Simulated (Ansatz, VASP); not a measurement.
# Sn2GeSe3 in VASP and in Ansatz

```xyz
6
Lattice="4.1876 0.0000 0.0000 -2.0938 3.6266 0.0000 0.0000 0.0000 10.2983" Properties=species:S:1:pos:R:3 pbc="T T T"
Sn    0.0000    2.4177    8.4992
Sn    2.0938    1.2089    1.7991
Ge    0.0000    0.0000    5.1491
Se    0.0000    2.4177    3.5897
Se    2.0938    1.2089    6.7085
Se    0.0000    0.0000    0.0000
```

Alike in both runs: task single point; functional PBEsol; k mesh 12 × 12 × 4; occupations gaussian, width 0.02 eV; no spin polarisation.

|  | VASP | Ansatz |
| --- | --- | --- |
| version | VASP 6.6.1 | Ansatz 0.2.0 |
| potentials or method | VASP PAW PBE potentials, release 64 (Sn_d, Ge_d, Se), cutoff 520 eV | scalar-relativistic, plane waves, PAW |
| valence electrons in the cell | 60 | 90 |

|  | VASP | Ansatz | Ansatz less VASP |
| --- | --- | --- | --- |
| gap on the k mesh at the Fermi level (eV) | 0.39 | 0.39 | 0.000 |
| least direct gap on the mesh (eV) | 0.43 | 0.43 | +0.002 |
| pressure (GPa) | -2.9 | -2.9 | -0.03 |

VASP's potentials were made for PBE, not for PBEsol. VASP's potentials hold 60 valence electrons a cell and Ansatz's 90, so a difference there can come from the potentials and not from the codes.
